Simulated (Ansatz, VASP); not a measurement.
# One calculation of Pt, two programs

```xyz
1
Lattice="-1.5695 1.5695 1.5224 1.5695 -1.5695 1.5224 1.5695 1.5695 -1.5224" Properties=species:S:1:pos:R:3 pbc="T T T"
Pt    0.0000    0.0000    0.0000
```

Change from the starting cell: strain +0.000 along x and y, -0.030 along z, atoms carried along.

Alike in both runs: task single point; functional r2SCAN; k mesh 26 × 26 × 26; occupations gaussian, width 0.15 eV; no spin polarisation.

|  | VASP | Ansatz |
| --- | --- | --- |
| version | VASP 6.6.1 | Ansatz 0.2.0 |
| potentials or method | VASP PAW PBE potentials, release 64 (Pt), cutoff 520 eV | scalar-relativistic, plane waves, PAW |
| valence electrons in the cell | 10 | 18 |

|  | VASP | Ansatz | Ansatz less VASP |
| --- | --- | --- | --- |
| gap on the k mesh at the Fermi level (eV) | none | none | - |
| pressure (GPa) | 9.5 | 8.7 | -0.82 |
| traceless stress, the component that is largest in VASP (GPa) | -2.11 | -2.09 | +0.013 |

VASP's potentials were made for PBE, not for r2SCAN. A gap of «none» marks a metal or a gap that the smearing closes. The functional is the same, so the differences come from potentials, cutoffs and numerics. VASP's potentials hold 10 valence electrons a cell and Ansatz's 18, so a difference there can come from the potentials and not from the codes.

Neither program's run includes spin-orbit coupling.
